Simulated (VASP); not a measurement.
# S (P6_3/mmc) in VASP: a series of runs

Runs on S. Level: PBE. Tasks: single point.

All numbers are computed with VASP 6.6.1; they aren't measurements. Logs are shortened: lines on timing, memory, paths and dates and some standing lists are left out, and cuts for length are marked.

## 1. The cell of the first run

Symmetry: P6_3/mmc, No. 194, hexagonal system. The conventional cell has a = 3.345 Å, b = 3.345 Å, c = 3.512 Å, α = 90.00°, β = 90.00°, γ = 120.00°. Within 3.4 Å of S (site symmetry -6m2) lie 12 S at 2.61 to 3.34 Å.

## 2. Single point, PBE

INCAR reads:

```
SYSTEM = S
PREC = Accurate
ENCUT = 520
EDIFF = 1E-6
ISMEAR = 0
SIGMA = 0.05
LREAL = .FALSE.
LASPH = .TRUE.
NELM = 60
ALGO = Normal
ISIF = 2
LWAVE = .FALSE.
LCHARG = .FALSE.
GGA = PE
NBANDS = 13
```

KPOINTS reads:

```
regular mesh
0
G
  16 16 9
  0 0 0
```

POSCAR reads:

```
S
1.0
    3.3447518778      0.0000000000      0.0000000000
   -1.6723759389      2.8966400955      0.0000000000
    0.0000000000      0.0000000000      3.5124706074
S
2
Direct
    0.3333333333      0.6666666667      0.2500000000
    0.6666666667      0.3333333333      0.7500000000
```

Potentials or basis: VASP PAW PBE potentials, release 64 (S).

On the command line:

```bash
$ cat potpaw_PBE.64/S/POTCAR > POTCAR
$ mpirun -np 1 vasp_std > vasp.out
```

OUTCAR:

```text
SYSTEM = S
   PREC = Accurate
   ENCUT = 520
   EDIFF = 1E-6
   ISMEAR = 0
   LREAL = .FALSE.
   LASPH = .TRUE.
   NELM = 60
   ISIF = 2
   GGA = PE

 ion  position               nearest neighbor table
   1  0.333  0.667  0.250-   2 2.61   2 2.61   2 2.61   2 2.61   2 2.61   2 2.61
   2  0.667  0.333  0.750-   1 2.61   1 2.61   1 2.61   1 2.61   1 2.61   1 2.61

  LATTYP: Found a hexagonal cell.
 ALAT       =     3.3447518778
 C/A-ratio  =     1.0501438480

  Lattice vectors:

 A1 = (   3.3447518778,   0.0000000000,   0.0000000000)
 A2 = (  -1.6723759389,   2.8966400955,   0.0000000000)
 A3 = (   0.0000000000,   0.0000000000,   3.5124706074)

Analysis of symmetry for initial positions (statically):
=====================================================================
 Subroutine PRICEL returns:
 Original cell was already a primitive cell.

 Routine SETGRP: Setting up the symmetry group for a
 hexagonal supercell.

 Subroutine GETGRP returns: Found 24 space group operations
 (whereof 12 operations were pure point group operations)
 out of a pool of 24 trial point group operations.

The static configuration has the point symmetry D_3d.
 The point group associated with its full space group is D_6h.

Analysis of symmetry for dynamics (positions and initial velocities):
=====================================================================
 Subroutine PRICEL returns:
 Original cell was already a primitive cell.

 Routine SETGRP: Setting up the symmetry group for a
 hexagonal supercell.

 Subroutine GETGRP returns: Found 24 space group operations
 (whereof 12 operations were pure point group operations)
 out of a pool of 24 trial point group operations.

The dynamic configuration has the point symmetry D_3d.
 The point group associated with its full space group is D_6h.

 Subroutine INISYM returns: Found 24 space group operations
 (whereof 12 operations are pure point group operations),
 and found     1 'primitive' translations

----------------------------------------------------------------------------------------

                                     Primitive cell

  volume of cell :      34.0307

  direct lattice vectors                    reciprocal lattice vectors
     3.344751878  0.000000000  0.000000000     0.298975839  0.172613781  0.000000000
    -1.672375939  2.896640096  0.000000000     0.000000000  0.345227563  0.000000000
     0.000000000  0.000000000  3.512470607     0.000000000  0.000000000  0.284699891

  length of vectors
     3.344751878  3.344751878  3.512470607     0.345227563  0.345227563  0.284699891

  position of ions in fractional coordinates (direct lattice)
     0.333333333  0.666666667  0.250000000
     0.666666667  0.333333333  0.750000000

  ion indices of the primitive-cell ions
   primitive index   ion index
                 1           1
                 2           2

----------------------------------------------------------------------------------------

 KPOINTS: regular mesh

Automatic generation of k-mesh.
 Grid dimensions read from file:
 generate k-points for:   16   16    9

 Generating k-lattice:

  Cartesian coordinates                     Fractional coordinates (reciprocal lattice)
     0.018685990  0.010788361  0.000000000     0.062500000 -0.000000000  0.000000000
     0.000000000  0.021576723  0.000000000     0.000000000  0.062500000  0.000000000
     0.000000000  0.000000000  0.031633321     0.000000000  0.000000000  0.111111111

  Length of vectors
     0.021576723  0.021576723  0.031633321

  Shift w.r.t. Gamma in fractional coordinates (k-lattice)
     0.000000000  0.000000000  0.000000000

 Subroutine IBZKPT returns following result:
 ===========================================

 Found    150 irreducible k-points:

 Following reciprocal coordinates:
            Coordinates               Weight
  0.000000  0.000000  0.000000      1.000000
  0.062500  0.000000  0.000000      6.000000
  0.125000  0.000000  0.000000      6.000000
  0.187500 -0.000000  0.000000      6.000000
  0.250000  0.000000  0.000000      6.000000
  0.312500  0.000000  0.000000      6.000000
[... 16 lines left out ...]
  0.187500  0.187500  0.000000      6.000000
  0.250000  0.187500  0.000000     12.000000
 [... further k-points ...]
   k-points           NKPTS =    150   k-points in BZ     NKDIM =    150   number of bands    NBANDS=     13
   number of dos      NEDOS =    301   number of ions     NIONS =      2
   total plane-waves  NPLWV =  21952
   dimension x,y,z NGX =    28 NGY =   28 NGZ =   28
   dimension x,y,z NGXF=    56 NGYF=   56 NGZF=   56
   ions per type =               2
   NGX,Y,Z   is equivalent  to a cutoff of  13.92, 13.92, 13.25 a.u.
   NGXF,Y,Z  is equivalent  to a cutoff of  27.83, 27.83, 26.50 a.u.
 SYSTEM =  S
   PREC   = accura    normal or accurate (medium, high low for compatibility)
   ISTART =      0    job   : 0-new  1-cont  2-samecut
   ICHARG =      2    charge: 1-file 2-atom 10-const
   ISPIN  =      1    spin polarized calculation?
   LNONCOLLINEAR =      F non collinear calculations
   LSORBIT =      F    spin-orbit coupling
   LASPH  =      T    aspherical Exc in radial PAW
   ENCUT  =  520.0 eV  38.22 Ry    6.18 a.u.   6.22  6.22  6.53*2*pi/ulx,y,z
   NELM   =     60;   NELMIN=  2; NELMDL= -5     # of ELM steps
   EDIFF  = 0.1E-05   stopping-criterion for ELM
   LREAL  =      F    real-space projection
   EDIFFG = 0.1E-04   stopping-criterion for IOM
   NSW    =      0    number of steps for IOM
   IBRION =     -1    ionic relax: 0-MD 1-quasi-New 2-CG
   NFREE  =      0    steps in history (QN), initial steepest desc. (CG)
   ISIF   =      2    stress and relaxation
   ISYM   =      2    0-nonsym 1-usesym 2-fastsym
   POTIM  = 0.5000    time-step for ionic-motion
   TEBEG  =    0.0;   TEEND  =   0.0 temperature during run
   PSTRESS=    0.0 pullay stress
   NELECT =      12.0000    total number of electrons
   NUPDOWN=      -1.0000    fix difference up-down
   EMIN   =  10.00;   EMAX   =-10.00  energy-range for DOS
   EFERMI =   0.00;   METHOD = LEGACY
   ISMEAR =     0;   SIGMA  =   0.05  broadening in eV -4-tet -1-fermi 0-gaus
   EFERMI_NEDOS =   21; number of points for ismear=-14 and -15
   IALGO  =     38    algorithm
   IMIX   =      4    mixing-type and parameters
     AMIX     =   0.40;   BMIX     =  1.00
     AMIX_MAG =   1.60;   BMIX_MAG =  1.00
  volume/ion in A,a.u.               =      17.02       114.83
  Fermi-wavevector in a.u.,A,eV,Ry     =   1.156587  2.185632 18.200416  1.337693
  Thomas-Fermi vector in A             =   2.293206
   LORBIT       =      0    0 simple, 1 ext, 2 COOP (PROOUT), +10 PAW based schemes
   GGA     = PE    functional components
   LHFCALC =     F    Hartree Fock is set to
   AEXX    =    0.0000 exact exchange contribution
   IVDW    =     0    specifies the selected vdW correction
   LEPSILON=     F    determine dielectric tensor
   LRPA    =     F    only Hartree local field effects (RPA)
 non-spin polarized calculation
 Gauss-broadening in eV      SIGMA  =   0.05
  energy-cutoff  :      520.00
  volume of cell :       34.03
 maximum number of plane-waves:       937
 NGX is ok and might be reduce to    28
   NGX = 13   NGY = 13   NGZ = 13

 number of electron      11.9999999 magnetization

 Free energy of the ion-electron system (eV)
  ---------------------------------------------------
  ext. energy  EPLUGINS =         0.00000000
  ---------------------------------------------------
  free energy    TOTEN  =        -6.55801425 eV

  energy without entropy =       -6.55698558  energy(sigma->0) =       -6.55749991

 E-fermi :   6.8263     XC(G=0): -10.6716

 val. band max:        6.8160708699   @ k =   0.0625   0.0625   0.2222
 cond. band min:       6.8682723547   @ k =   0.2500   0.1875   0.0000
 fundamental gap:      0.0522014849
 Fermi energy:         6.8262731951

 k-point     1 :       0.0000    0.0000    0.0000
  band No.  band energies     occupation
      1      -9.9153      2.00000
      2      -2.2667      2.00000
      3       1.4771      2.00000
      4       4.3064      2.00000
      5       4.3064      2.00000
      6       7.6643      0.00000
      7       7.6643      0.00000
      8      10.4886      0.00000
      9      11.0996      0.00000
     10      15.9179      0.00000
     11      17.4622      0.00000
     12      17.4622      0.00000
     13      18.4846      0.00000

 k-point     2 :       0.0625    0.0000    0.0000
  band No.  band energies     occupation
      1      -9.8623      2.00000
      2      -2.3292      2.00000
      3       1.5277      2.00000
      4       4.1489      2.00000
      5       4.1990      2.00000
      6       7.5848      0.00000
      7       7.7821      0.00000
      8      10.3243      0.00000
      9      11.3073      0.00000
     10      15.9027      0.00000
     11      17.4785      0.00000
     12      17.4947      0.00000
     13      18.3560      0.00000

 k-point     3 :       0.1250    0.0000    0.0000
  band No.  band energies     occupation
      1      -9.7044      2.00000
      2      -2.5248      2.00000
      3       1.6783      2.00000
      4       3.7726      2.00000
      5       3.9294      2.00000
      6       7.3598      0.00000
      7       8.0749      0.00000
      8       9.8715      0.00000
      9      11.8543      0.00000
     10      15.5624      0.00000
     11      17.5685      0.00000
     12      18.0303      0.00000
     13      18.0314      0.00000
[... 305 lines left out ...]
 k-point    23 :       0.1875    0.1875    0.0000
  band No.  band energies     occupation
      1      -8.5544      2.00000
      2      -4.0353      2.00000
      3       1.8413      2.00000
      4       2.7753      2.00000
      5       3.6264      2.00000
      6       6.9446      0.00082
      7       7.5410      0.00000
      8       8.5453      0.00000
      9      13.7046      0.00000
     10      13.8711      0.00000
     11      15.5721      0.00000
     12      20.0463      0.00000
     13      20.1734      0.00000

 k-point    24 :       0.2500    0.1875    0.0000
  band No.  band energies     occupation
      1      -8.0972      2.00000
      2      -4.5963      2.00000
      3       1.3191      2.00000
      4       3.2121      2.00000
      5       3.8732      2.00000
      6       6.7013      1.99959
      7       6.8683      0.23487
      8       8.5921      0.00000
      9      13.2694      0.00000
     10      14.6190      0.00000
     11      15.0003      0.00000
     12      20.4337      0.00000
     13      20.5402      0.00000

 [... further k-points ...]

------------------------ aborting loop because EDIFF is reached ----------------------------------------

  FORCE on cell =-STRESS in cart. coord.  units (eV):
  Direction    XX          YY          ZZ          XY          YZ          ZX
  --------------------------------------------------------------------------------------
  -------------------------------------------------------------------------------------
  Total       -0.0206967     -0.0206967     -0.0289563      0.0000000     -0.0000000      0.0000000
  in kB       -0.9744077     -0.9744077     -1.3632712      0.0000000     -0.0000000      0.0000000
  external PRESSURE =      -1.1040289 kB  Pullay stress =       0.0000000 kB

 VOLUME and BASIS-vectors are now :
 -----------------------------------------------------------------------------
  energy-cutoff  :      520.00
  volume of cell :       34.03
      direct lattice vectors                 reciprocal lattice vectors
     3.344751878  0.000000000  0.000000000     0.298975839  0.172613781  0.000000000
    -1.672375939  2.896640096  0.000000000     0.000000000  0.345227563  0.000000000
     0.000000000  0.000000000  3.512470607     0.000000000  0.000000000  0.284699891

 POSITION                                       TOTAL-FORCE (eV/Angst)
 -----------------------------------------------------------------------------------
     -0.00000      1.93109      0.87812         0.000000      0.000000      0.000000
      1.67238      0.96555      2.63435        -0.000000     -0.000000      0.000000
 -----------------------------------------------------------------------------------
    total drift:                                0.000000     -0.000000      0.000000

  FREE ENERGIE OF THE ION-ELECTRON SYSTEM (eV)
  ---------------------------------------------------
  free  energy   TOTEN  =        -6.5580142469 eV

  energy  without entropy=       -6.5569855779  energy(sigma->0) =       -6.55749991
```

It took 20 s on 1 thread of Intel Xeon 6975P-C (Granite Rapids), shared host; peak memory 0.18 GiB.

What came out:

```
Free energy            : -6.5580 eV
Pressure               : -0.1 GPa
Band gap on the k mesh : zero (band 6 reaches 7.66 eV, above the bottom of band 7 at 5.74 eV)
```

Levels at points of the mesh, in eV from the Fermi level:
| k point | band 3 | band 4 | band 5 | band 6 | band 7 | band 8 | band 9 | band 10 |
| --- | --- | --- | --- | --- | --- | --- | --- | --- |
| (0.00, 0.00, 0.00) | -5.35 | -2.52 | -2.52 | 0.84 | 0.84 | 3.66 | 4.27 | 9.09 |
| (0.50, 0.00, 0.00) | -4.24 | -4.21 | -3.07 | -0.79 | -0.58 | 2.45 | 4.13 | 9.61 |

## 3. Single point, PBE

This run uses another cell than the first one, of 17.07 Å³/atom, 1.003 times its volume.

INCAR: that of step 2 with these lines changed.

```diff
@@ -8,3 +8,3 @@
 LASPH = .TRUE.
-NELM = 60
+NELM = 100
 ALGO = Normal
```

KPOINTS reads:

```
regular mesh
0
G
  14 14 12
  0 0 0
```

POSCAR reads:

```
S
1.0
    3.3577481916      0.0000000000      0.0000000000
   -1.6788740958      2.9078952334      0.0000000000
    0.0000000000      0.0000000000      3.4973355239
S
2
Direct
    0.3333333333      0.6666666667      0.2500000000
    0.6666666667      0.3333333333      0.7500000000
```

Potentials or basis: VASP PAW PBE potentials, release 64 (S).

On the command line:

```bash
$ cat potpaw_PBE.64/S/POTCAR > POTCAR
$ mpirun -np 1 vasp_std > vasp.out
```

OUTCAR:

```text
SYSTEM = S
   PREC = Accurate
   ENCUT = 520
   EDIFF = 1E-6
   ISMEAR = 0
   LREAL = .FALSE.
   LASPH = .TRUE.
   NELM = 100
   ISIF = 2
   GGA = PE

 ion  position               nearest neighbor table
   1  0.333  0.667  0.250-   2 2.61   2 2.61   2 2.61   2 2.61   2 2.61   2 2.61
   2  0.667  0.333  0.750-   1 2.61   1 2.61   1 2.61   1 2.61   1 2.61   1 2.61

  LATTYP: Found a hexagonal cell.
 ALAT       =     3.3577481916
 C/A-ratio  =     1.0415717095

  Lattice vectors:

[... 564 lines left out ...]
      7       5.7573      2.00000
      8       8.3571      0.00000
      9      13.8793      0.00000
     10      14.3330      0.00000
     11      15.9835      0.00000
     12      16.4817      0.00000
     13      22.5628      0.00000

 [... further k-points ...]
[... 5 lines left out ...]
  --------------------------------------------------------------------------------------
  -------------------------------------------------------------------------------------
  Total       -0.0257684     -0.0257684     -0.0210852      0.0000000      0.0000000      0.0000000
  in kB       -1.2090211     -1.2090211     -0.9892903      0.0000000      0.0000000      0.0000000
  external PRESSURE =      -1.1357775 kB  Pullay stress =       0.0000000 kB

 VOLUME and BASIS-vectors are now :
 -----------------------------------------------------------------------------
  energy-cutoff  :      520.00
  volume of cell :       34.15
      direct lattice vectors                 reciprocal lattice vectors
     3.357748192  0.000000000  0.000000000     0.297818640  0.171945672  0.000000000
    -1.678874096  2.907895233  0.000000000     0.000000000  0.343891344  0.000000000
     0.000000000  0.000000000  3.497335524     0.000000000  0.000000000  0.285931960

 POSITION                                       TOTAL-FORCE (eV/Angst)
 -----------------------------------------------------------------------------------
     -0.00000      1.93860      0.87433        -0.000000     -0.000000      0.000000
      1.67887      0.96930      2.62300         0.000000      0.000000      0.000000
 -----------------------------------------------------------------------------------
    total drift:                               -0.000000      0.000000      0.000000

  FREE ENERGIE OF THE ION-ELECTRON SYSTEM (eV)
  ---------------------------------------------------
  free  energy   TOTEN  =        -6.5573350532 eV

  energy  without entropy=       -6.5561609760  energy(sigma->0) =       -6.55674801
```

Wall time 23 s (1 thread of Intel Xeon 6975P-C (Granite Rapids), shared host); peak memory 0.18 GiB.

Results:

```
Free energy            : -6.5573 eV
Pressure               : -0.1 GPa
Band gap on the k mesh : zero (band 6 reaches 7.59 eV, above the bottom of band 7 at 5.76 eV)
```
